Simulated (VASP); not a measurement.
# SrO (Fm-3m) in VASP: a series of runs

The runs below take SrO through single point, with r2SCAN.

All numbers are computed with VASP 6.6.1; they aren't measurements. Logs are shortened: lines on timing, memory, paths and dates and some standing lists are left out, and cuts for length are marked.

## Step 1: The cell of the first run

The structure is cubic, space group Fm-3m (No. 225). The conventional cell has a = 5.211 Å, b = 5.211 Å, c = 5.211 Å, α = 90.00°, β = 90.00°, γ = 90.00°. Sr (site symmetry m-3m) has 6 O at 2.61 Å within 3.4 Å. Within 3.4 Å of O (site symmetry m-3m) lie 6 Sr at 2.61 Å.

## Step 2: Single point, r2SCAN (volume changed by +3%)

File POSCAR:

```
SrO
1.0
    0.0000000000      2.6054374762      2.6054374762
    2.6054374762      0.0000000000      2.6054374762
    2.6054374762      2.6054374762      0.0000000000
Sr O
1 1
Direct
    0.0000000000      0.0000000000      0.0000000000
    0.5000000000      0.5000000000      0.5000000000
```

File INCAR.step1:

```
PREC = Accurate
ENCUT = 520
ISMEAR = 0
SIGMA = 0.01
LREAL = False
LASPH = True
NELM = 60
NBANDS = 15
GGA = PE
ALGO = Normal
EDIFF = 1E-4
LWAVE = True
LCHARG = False
```

File INCAR.step2:

```
PREC = Accurate
ENCUT = 520
EDIFF = 1E-6
ISMEAR = 0
SIGMA = 0.01
LREAL = False
LASPH = True
NELM = 60
ALGO = Normal
ISIF = 2
LWAVE = False
LCHARG = True
METAGGA = R2SCAN
LMIXTAU = True
LELF = True
LVHAR = True
NBANDS = 15
ISTART = 1
```

File KPOINTS:

```
Automatic mesh
0
Gamma
  8 8 8
```

Potentials or basis: VASP PAW PBE potentials, release 64 (Sr_sv, O).

Run with:

```console
$ cat potpaw_PBE.64/Sr_sv/POTCAR potpaw_PBE.64/O/POTCAR > POTCAR
$ cp INCAR.step1 INCAR
$ mpirun -np 1 vasp_std > vasp.out
$ cp INCAR.step2 INCAR
$ mpirun -np 1 vasp_std > vasp.out
```

OUTCAR:

```text
PREC = Accurate
   ENCUT = 520
   EDIFF = 1E-6
   ISMEAR = 0
   LREAL = False
   LASPH = True
   NELM = 60
   ISIF = 2
   METAGGA = R2SCAN
   ISTART = 1

 ion  position               nearest neighbor table
   1  0.000  0.000  0.000-   2 2.61   2 2.61   2 2.61   2 2.61   2 2.61   2 2.61
   2  0.500  0.500  0.500-   1 2.61   1 2.61   1 2.61   1 2.61   1 2.61   1 2.61

  LATTYP: Found a face centered cubic cell.
 ALAT       =     5.2108749524

  Lattice vectors:

 A1 = (   0.0000000000,   2.6054374762,   2.6054374762)
 A2 = (   2.6054374762,   0.0000000000,   2.6054374762)
 A3 = (   2.6054374762,   2.6054374762,   0.0000000000)

Analysis of symmetry for initial positions (statically):
=====================================================================
 Subroutine PRICEL returns:
 Original cell was already a primitive cell.

 Routine SETGRP: Setting up the symmetry group for a
 face centered cubic supercell.

 Subroutine GETGRP returns: Found 48 space group operations
 (whereof 48 operations were pure point group operations)
 out of a pool of 48 trial point group operations.

The static configuration has the point symmetry O_h .

Analysis of symmetry for dynamics (positions and initial velocities):
=====================================================================
 Subroutine PRICEL returns:
 Original cell was already a primitive cell.

 Routine SETGRP: Setting up the symmetry group for a
 face centered cubic supercell.

 Subroutine GETGRP returns: Found 48 space group operations
 (whereof 48 operations were pure point group operations)
 out of a pool of 48 trial point group operations.

The dynamic configuration has the point symmetry O_h .

 Subroutine INISYM returns: Found 48 space group operations
 (whereof 48 operations are pure point group operations),
 and found     1 'primitive' translations

----------------------------------------------------------------------------------------

                                     Primitive cell

  volume of cell :      35.3730

  direct lattice vectors                    reciprocal lattice vectors
     0.000000000  2.605437476  2.605437476    -0.191906351  0.191906351  0.191906351
     2.605437476  0.000000000  2.605437476     0.191906351 -0.191906351  0.191906351
     2.605437476  2.605437476  0.000000000     0.191906351  0.191906351 -0.191906351

  length of vectors
     3.684645015  3.684645015  3.684645015     0.332391551  0.332391551  0.332391551

  position of ions in fractional coordinates (direct lattice)
     0.000000000  0.000000000  0.000000000
     0.500000000  0.500000000  0.500000000

  ion indices of the primitive-cell ions
   primitive index   ion index
                 1           1
                 2           2

----------------------------------------------------------------------------------------

 KPOINTS: Automatic mesh

Automatic generation of k-mesh.
 Grid dimensions read from file:
 generate k-points for:    8    8    8

 Generating k-lattice:

  Cartesian coordinates                     Fractional coordinates (reciprocal lattice)
    -0.023988294  0.023988294  0.023988294     0.125000000  0.000000000  0.000000000
     0.023988294 -0.023988294  0.023988294     0.000000000  0.125000000  0.000000000
     0.023988294  0.023988294 -0.023988294     0.000000000  0.000000000  0.125000000

  Length of vectors
     0.041548944  0.041548944  0.041548944

  Shift w.r.t. Gamma in fractional coordinates (k-lattice)
     0.000000000  0.000000000  0.000000000

 Subroutine IBZKPT returns following result:
 ===========================================

 Found     29 irreducible k-points:

 Following reciprocal coordinates:
            Coordinates               Weight
  0.000000  0.000000  0.000000      1.000000
  0.125000  0.000000  0.000000      8.000000
  0.250000  0.000000  0.000000      8.000000
  0.375000  0.000000  0.000000      8.000000
  0.500000  0.000000  0.000000      4.000000
  0.125000  0.125000  0.000000      6.000000
[... 16 lines left out ...]
  0.500000  0.250000  0.125000     48.000000
 -0.375000  0.250000  0.125000     24.000000
 [... further k-points ...]
   k-points           NKPTS =     29   k-points in BZ     NKDIM =     29   number of bands    NBANDS=     15
   number of dos      NEDOS =    301   number of ions     NIONS =      2
   total plane-waves  NPLWV =  21952
   dimension x,y,z NGX =    28 NGY =   28 NGZ =   28
   dimension x,y,z NGXF=    56 NGYF=   56 NGZF=   56
   ions per type =               1   1
   NGX,Y,Z   is equivalent  to a cutoff of  12.63, 12.63, 12.63 a.u.
   NGXF,Y,Z  is equivalent  to a cutoff of  25.27, 25.27, 25.27 a.u.
 SYSTEM =  unknown system
   PREC   = accura    normal or accurate (medium, high low for compatibility)
   ISTART =      1    job   : 0-new  1-cont  2-samecut
   ICHARG =      0    charge: 1-file 2-atom 10-const
   ISPIN  =      1    spin polarized calculation?
   LNONCOLLINEAR =      F non collinear calculations
   LSORBIT =      F    spin-orbit coupling
   LASPH  =      T    aspherical Exc in radial PAW
   ENCUT  =  520.0 eV  38.22 Ry    6.18 a.u.   6.85  6.85  6.85*2*pi/ulx,y,z
   NELM   =     60;   NELMIN=  2; NELMDL=  0     # of ELM steps
   EDIFF  = 0.1E-05   stopping-criterion for ELM
   LREAL  =      F    real-space projection
   EDIFFG = 0.1E-04   stopping-criterion for IOM
   NSW    =      0    number of steps for IOM
   IBRION =     -1    ionic relax: 0-MD 1-quasi-New 2-CG
   NFREE  =      0    steps in history (QN), initial steepest desc. (CG)
   ISIF   =      2    stress and relaxation
   ISYM   =      2    0-nonsym 1-usesym 2-fastsym
   POTIM  = 0.5000    time-step for ionic-motion
   TEBEG  =    0.0;   TEEND  =   0.0 temperature during run
   PSTRESS=    0.0 pullay stress
   NELECT =      16.0000    total number of electrons
   NUPDOWN=      -1.0000    fix difference up-down
   EMIN   =  10.00;   EMAX   =-10.00  energy-range for DOS
   EFERMI =   0.00;   METHOD = LEGACY
   ISMEAR =     0;   SIGMA  =   0.01  broadening in eV -4-tet -1-fermi 0-gaus
   EFERMI_NEDOS =   21; number of points for ismear=-14 and -15
   IALGO  =     38    algorithm
   IMIX   =      4    mixing-type and parameters
     AMIX     =   0.40;   BMIX     =  1.00
     AMIX_MAG =   1.60;   BMIX_MAG =  1.00
  volume/ion in A,a.u.               =      17.69       119.35
  Fermi-wavevector in a.u.,A,eV,Ry     =   1.256678  2.374778 21.486875  1.579241
  Thomas-Fermi vector in A             =   2.390375
   LORBIT       =      0    0 simple, 1 ext, 2 COOP (PROOUT), +10 PAW based schemes
   METAGGA = R2SCAN    functional components
   LHFCALC =     F    Hartree Fock is set to
   AEXX    =    0.0000 exact exchange contribution
   IVDW    =     0    specifies the selected vdW correction
   LEPSILON=     F    determine dielectric tensor
   LRPA    =     F    only Hartree local field effects (RPA)
 non-spin polarized calculation
 Gauss-broadening in eV      SIGMA  =   0.01
  energy-cutoff  :      520.00
  volume of cell :       35.37
 maximum number of plane-waves:       961
   NGX = 13   NGY = 13   NGZ = 13

 number of electron      16.0000001 magnetization

 Free energy of the ion-electron system (eV)
  ---------------------------------------------------
  ext. energy  EPLUGINS =         0.00000000
  ---------------------------------------------------
  free energy    TOTEN  =       -27.05114213 eV

  energy without entropy =      -27.05114213  energy(sigma->0) =      -27.05114213

 E-fermi :   1.2375     XC(G=0): -10.3819

 val. band max:        1.1610628387   @ k =   0.0000   0.0000   0.0000
 cond. band min:       4.9204922775   @ k =   0.5000   0.5000   0.0000
 fundamental gap:      3.7594294388
 Fermi energy:         1.2374678997

 k-point     1 :       0.0000    0.0000    0.0000
  band No.  band energies     occupation
      1     -32.4593      2.00000
      2     -14.8177      2.00000
      3     -13.5210      2.00000
      4     -13.5210      2.00000
      5     -13.5210      2.00000
      6       1.1611      2.00000
      7       1.1611      2.00000
      8       1.1611      2.00000
      9       5.5276      0.00000
     10       7.8453      0.00000
     11       7.8453      0.00000
     12       7.8453      0.00000
     13      10.0770      0.00000
     14      10.0770      0.00000
     15      14.2509      0.00000

 k-point     2 :       0.1250    0.0000    0.0000
  band No.  band energies     occupation
      1     -32.4425      2.00000
      2     -15.1030      2.00000
      3     -13.5315      2.00000
      4     -13.5315      2.00000
      5     -13.2781      2.00000
      6       0.7460      2.00000
      7       0.9815      2.00000
      8       0.9815      2.00000
      9       6.1966      0.00000
     10       7.6854      0.00000
     11       8.1435      0.00000
     12       8.1435      0.00000
     13      10.4635      0.00000
     14      10.4635      0.00000
     15      15.2295      0.00000

 k-point     3 :       0.2500    0.0000    0.0000
  band No.  band energies     occupation
      1     -32.4015      2.00000
      2     -15.5924      2.00000
      3     -13.5565      2.00000
      4     -13.5565      2.00000
      5     -12.8914      2.00000
      6      -0.0306      2.00000
      7       0.5892      2.00000
      8       0.5892      2.00000
      9       7.5473      0.00000
     10       7.7516      0.00000
     11       8.9519      0.00000
     12       8.9519      0.00000
     13      11.4381      0.00000
     14      11.4381      0.00000
     15      17.1545      0.00000

 k-point     4 :       0.3750    0.0000    0.0000
  band No.  band energies     occupation
      1     -32.3600      2.00000
      2     -15.9697      2.00000
      3     -13.5810      2.00000
      4     -13.5810      2.00000
      5     -12.6171      2.00000
      6      -0.6513      2.00000
      7       0.2414      2.00000
      8       0.2414      2.00000
      9       7.8755      0.00000
     10       9.2205      0.00000
     11       9.9347      0.00000
     12       9.9347      0.00000
     13      12.6538      0.00000
     14      12.6538      0.00000
     15      17.0106      0.00000
[... 307 lines left out ...]
 k-point    22 :       0.3750    0.2500    0.1250
  band No.  band energies     occupation
      1     -32.3718      2.00000
      2     -15.6086      2.00000
      3     -13.7436      2.00000
      4     -13.6072      2.00000
      5     -12.9304      2.00000
      6      -0.2251      2.00000
      7       0.5136      2.00000
      8       0.8891      2.00000
      9       6.6769      0.00000
     10       8.0751      0.00000
     11       9.8037      0.00000
     12      10.1529      0.00000
     13      11.5878      0.00000
     14      12.3584      0.00000
     15      18.1821      0.00000

 k-point    23 :       0.5000    0.2500    0.1250
  band No.  band energies     occupation
      1     -32.3390      2.00000
      2     -15.7548      2.00000
      3     -13.8341      2.00000
      4     -13.6718      2.00000
      5     -12.8664      2.00000
      6      -0.3006      2.00000
      7       0.2865      2.00000
      8       0.6536      2.00000
      9       7.1543      0.00000
     10       8.7127      0.00000
     11      10.4735      0.00000
     12      10.6306      0.00000
     13      12.6491      0.00000
     14      13.5537      0.00000
     15      15.9734      0.00000

 k-point    24 :      -0.3750    0.2500    0.1250
  band No.  band energies     occupation
      1     -32.3253      2.00000
      2     -15.8129      2.00000
      3     -13.8528      2.00000
      4     -13.7202      2.00000
      5     -12.8398      2.00000
      6      -0.3312      2.00000
      7       0.3417      2.00000
      8       0.4030      2.00000
      9       7.9258      0.00000
     10       8.2875      0.00000
     11      10.8416      0.00000
     12      11.0392      0.00000
     13      13.1468      0.00000
     14      14.4212      0.00000
     15      15.0493      0.00000

 [... further k-points ...]
[... 5 lines left out ...]
  --------------------------------------------------------------------------------------
  -------------------------------------------------------------------------------------
  Total       -0.4701144     -0.4701144     -0.4701144      0.0000000      0.0000000     -0.0000000
  in kB      -21.2932600    -21.2932600    -21.2932600      0.0000000      0.0000000     -0.0000000
  external PRESSURE =     -21.2932600 kB  Pullay stress =       0.0000000 kB

 VOLUME and BASIS-vectors are now :
 -----------------------------------------------------------------------------
  energy-cutoff  :      520.00
  volume of cell :       35.37
      direct lattice vectors                 reciprocal lattice vectors
     0.000000000  2.605437476  2.605437476    -0.191906351  0.191906351  0.191906351
     2.605437476  0.000000000  2.605437476     0.191906351 -0.191906351  0.191906351
     2.605437476  2.605437476  0.000000000     0.191906351  0.191906351 -0.191906351

 POSITION                                       TOTAL-FORCE (eV/Angst)
 -----------------------------------------------------------------------------------
      0.00000      0.00000      0.00000         0.000000      0.000000     -0.000000
      2.60544      2.60544      2.60544        -0.000000     -0.000000      0.000000
 -----------------------------------------------------------------------------------
    total drift:                                0.000000      0.000000      0.000000

  FREE ENERGIE OF THE ION-ELECTRON SYSTEM (eV)
  ---------------------------------------------------
  free  energy   TOTEN  =       -27.0511421260 eV

  energy  without entropy=      -27.0511421260  energy(sigma->0) =      -27.05114213
```

It took 48 s on 1 thread of AMD EPYC 9R45 (Zen 5), shared host; peak memory 0.14 GiB.

Results:

| Quantity | Value |
| --- | --- |
| Free energy | -27.0511 eV |
| Pressure | -2.1 GPa |
| Band gap on the k mesh | 3.76 eV, indirect (least direct gap 3.87 eV) |

Caveat: the PAW data sets were made with another functional, which shifts forces and pressure a little. A k mesh can miss the band edges.

## Step 3: Single point, r2SCAN (volume changed by +6%)

File POSCAR:

```
SrO
1.0
    0.0000000000      2.6304912966      2.6304912966
    2.6304912966      0.0000000000      2.6304912966
    2.6304912966      2.6304912966      0.0000000000
Sr O
1 1
Direct
    0.0000000000      0.0000000000      0.0000000000
    0.5000000000      0.5000000000      0.5000000000
```

File INCAR.step1:

```
  PREC = Accurate
  ENCUT = 520
  ISMEAR = 0
  SIGMA = 0.01
  LREAL = False
  LASPH = True
  NELM = 100
  NBANDS = 15
  GGA = PE
  ALGO = Normal
  EDIFF = 1E-4
  LWAVE = True
  LCHARG = False
```

File INCAR.step2:

```
  PREC = Accurate
  ENCUT = 520
  EDIFF = 1E-6
  ISMEAR = 0
  SIGMA = 0.01
  LREAL = False
  LASPH = True
  NELM = 100
  ALGO = Normal
  ISIF = 2
  LWAVE = False
  LCHARG = False
  METAGGA = R2SCAN
  LMIXTAU = True
  NBANDS = 15
  ISTART = 1
```

File KPOINTS:

```
regular mesh
0
Gamma
  8 8 8
```

Potentials or basis: VASP PAW PBE potentials, release 64 (Sr_sv, O).

Run with:

```console
$ cat potpaw_PBE.64/Sr_sv/POTCAR potpaw_PBE.64/O/POTCAR > POTCAR
$ cp INCAR.step1 INCAR
$ mpirun -np 1 vasp_std > vasp.out
$ cp INCAR.step2 INCAR
$ mpirun -np 1 vasp_std > vasp.out
```

Run time: 49 s. Hardware: 1 thread of AMD EPYC 9R45 (Zen 5), shared host; peak memory 0.14 GiB.

It converged, with:

```
Free energy            : -27.0308 eV
Pressure               : -4.4 GPa
Band gap on the k mesh : 3.77 eV, indirect (least direct gap 3.89 eV)
```

Levels at points of the mesh, in eV from the valence-band top:
| k point | band 5 | band 6 | band 7 | band 8 | band 9 | band 10 | band 11 | band 12 |
| --- | --- | --- | --- | --- | --- | --- | --- | --- |
| (0.00, 0.00, 0.00) | -14.82 | 0.00 | 0.00 | 0.00 | 4.16 | 6.61 | 6.61 | 6.61 |
| (0.50, 0.00, 0.00) | -13.83 | -1.99 | -1.00 | -1.00 | 6.81 | 8.52 | 9.08 | 9.08 |
| (0.50, 0.50, 0.00) | -15.11 | -0.53 | -0.13 | -0.13 | 3.77 | 8.00 | 10.46 | 10.49 |

Caveat: the PAW data sets were made with another functional, which shifts forces and pressure a little. A k mesh can miss the band edges.
